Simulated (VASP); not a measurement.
Wanted: the native input for a VASP 6.6.1 run.

```
Task                   : single point
Functional             : PBE
Potentials or basis    : VASP PAW PBE potentials, release 64 (Li_sv, H)
Cutoff                 : 520 eV
k mesh                 : 10 × 10 × 10
Occupations            : gaussian, width 0.02 eV
Spin                   : no spin polarisation
Dipole correction      : no
Further INCAR settings : ALGO = Normal; EDIFF = 1e-06; NBANDS = 9
```

The structure of LiH lies in POSCAR:

```
LiH
1.0
    0.0000000000      2.0033987008      2.0033987008
    2.0033987008      0.0000000000      2.0033987008
    2.0033987008      2.0033987008      0.0000000000
Li H
1 1
Direct
    0.0000000000      0.0000000000      0.0000000000
    0.5000000000      0.5000000000      0.5000000000
```

These files were run (other wordings do the same):

INCAR

```
SYSTEM = LiH
PREC = Accurate
ENCUT = 520
EDIFF = 1E-6
ISMEAR = 0
SIGMA = 0.02
LREAL = .False.
LASPH = .True.
NELM = 80
ALGO = Normal
ISIF = 2
LWAVE = .False.
LCHARG = .True.
GGA = PE
LELF = .True.
LVHAR = .True.
NBANDS = 9
```

KPOINTS

```
Automatic mesh
0
Gamma
  10 10 10
  0 0 0
```

Potentials or basis: VASP PAW PBE potentials, release 64 (Li_sv, H).

The run is started by

```console
$ cat potpaw_PBE.64/Li_sv/POTCAR potpaw_PBE.64/H/POTCAR > POTCAR
$ mpirun -np 1 vasp_std > vasp.out
```

Results of the run:

The band gap on the k mesh is 2.98 eV, direct.

It took 14 s on 1 thread of AMD EPYC 7R43 64-Core Processor (Zen 3) (shared host), peak memory 0.09 GiB.
